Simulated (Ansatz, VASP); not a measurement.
## One calculation of Zn, two programs

```
Zn
1.0
     3.22842   -1.74223    0.00140
     3.22842    1.74223    0.00140
    -2.15501    0.00000    7.86120
Zn
3
Direct
  0.77113 0.77113 0.32801
  0.22887 0.22887 0.67199
  0.00000 0.00000 0.00000
```

Alike in both runs: task single point; functional PBE; k mesh 6 × 6 × 2; occupations gaussian, width 0.1 eV; no spin polarisation.

|  | VASP | Ansatz |
| --- | --- | --- |
| version | VASP 6.6.1 | Ansatz 0.2.0 |
| potentials or method | VASP PAW PBE potentials, release 64 (Zn), cutoff 520 eV | scalar-relativistic, plane waves, PAW |
| valence electrons in the cell | 36 | 36 |

```tsv
	VASP	Ansatz	Ansatz less VASP
gap on the k mesh at the Fermi level (eV)	none	none	-
pressure (GPa)	-5.1	-5.1	0.00
traceless stress, the component that is largest in VASP (GPa)	-1.09	-1.09	-0.008
rms of the force components (eV/Å)	0.004	0.004	-0.0002
```

Atom by atom the forces differ by 0.000 eV/Å (rms over components). A gap of «none» marks a metal or a gap that the smearing closes. With one functional, cell and mesh, what is left measures potentials, basis and numerics.

The k mesh is coarse, so the values compare programs but aren't converged.
